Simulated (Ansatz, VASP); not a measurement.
One calculation of SiO2, two programs

The input INCAR:

```
  ALGO = Normal
  EDIFF = 1E-6
  EDIFFG = -0.01
  ENCUT = 600
  GGA = PE
  IBRION = 2
  ISIF = 3
  ISMEAR = 0
  LASPH = T
  LCHARG = F
  LREAL = F
  LWAVE = F
  NELM = 60
  NSW = 80
  PREC = Accurate
  SIGMA = 0.02
```

File KPOINTS:

```
k-points
0
Gamma
  1 1 1
```

POSCAR

```
SiO2
1.0
    5.0605222284      0.0000000000      0.0000000000
   -2.5302611142      4.3825408062      0.0000000000
    0.0000000000      0.0000000000      5.5413533100
Si O
3 6
Direct
    0.0000000000      0.5000000000      0.3333333333
    0.5000000000      0.5000000000      0.6666666667
    0.5000000000      0.0000000000      0.0000000000
    0.5827892600      0.7913946300      0.8333333333
    0.7913946300      0.5827892600      0.5000000000
    0.7913946300      0.2086053700      0.1666666667
    0.4172107400      0.2086053700      0.8333333333
    0.2086053700      0.4172107400      0.5000000000
    0.2086053700      0.7913946300      0.1666666667
```

Input for Ansatz:

```yaml
crystal:
  lattice:
    - [5.0605222284, 0.0, 0.0]
    - [-2.5302611142, 4.3825408062, 0.0]
    - [0.0, 0.0, 5.54135331]
  atoms:
    - { symbol: Si, position: [0.0, 0.5, 0.3333333333] }
    - { symbol: Si, position: [0.5, 0.5, 0.6666666667] }
    - { symbol: Si, position: [0.5, 0.0, 0.0] }
    - { symbol: O, position: [0.58278926, 0.79139463, 0.8333333333] }
    - { symbol: O, position: [0.79139463, 0.58278926, 0.5] }
    - { symbol: O, position: [0.79139463, 0.20860537, 0.1666666667] }
    - { symbol: O, position: [0.41721074, 0.20860537, 0.8333333333] }
    - { symbol: O, position: [0.20860537, 0.41721074, 0.5] }
    - { symbol: O, position: [0.20860537, 0.79139463, 0.1666666667] }
basis:
  ecutwfc: 420
kpoints:
  mp_grid: { grid: [1, 1, 1] }
hamiltonian:
  xc: pbe
scf:
  occupations: { method: gaussian, width: 0.02 }
output:
  forces: true
  stress: true
  eigenvalues: true
relax:
  adjacent_minimum: "off"
  f_tol: 0.01
  max_steps: 60
  cell: { stress_tol: 0.05 }
```

Alike in both runs: task relaxation of cell and atoms; functional PBE; k mesh 1 × 1 × 1; occupations gaussian, width 0.02 eV; no spin polarisation.

|  | VASP | Ansatz |
| --- | --- | --- |
| version | VASP 6.6.1 | Ansatz 0.2.0 |
| potentials or method | VASP PAW PBE potentials, release 64 (Si, O), cutoff 600 eV | scalar-relativistic, plane waves, PAW |
| valence electrons in the cell | 48 | 48 |

|  | VASP | Ansatz | Ansatz less VASP |
| --- | --- | --- | --- |
| gap on the k mesh at the Fermi level, each at its own relaxed structure (eV) | 5.67 | 5.67 | -0.007 |
| relaxed volume (Å³/atom) | 13.60 | 13.60 | +0.001 |
| relaxed cell length with the largest relative difference (Å) | 5.477 | 5.477 | +0.0002 |

The k mesh is coarse, so the values compare programs but aren't converged.
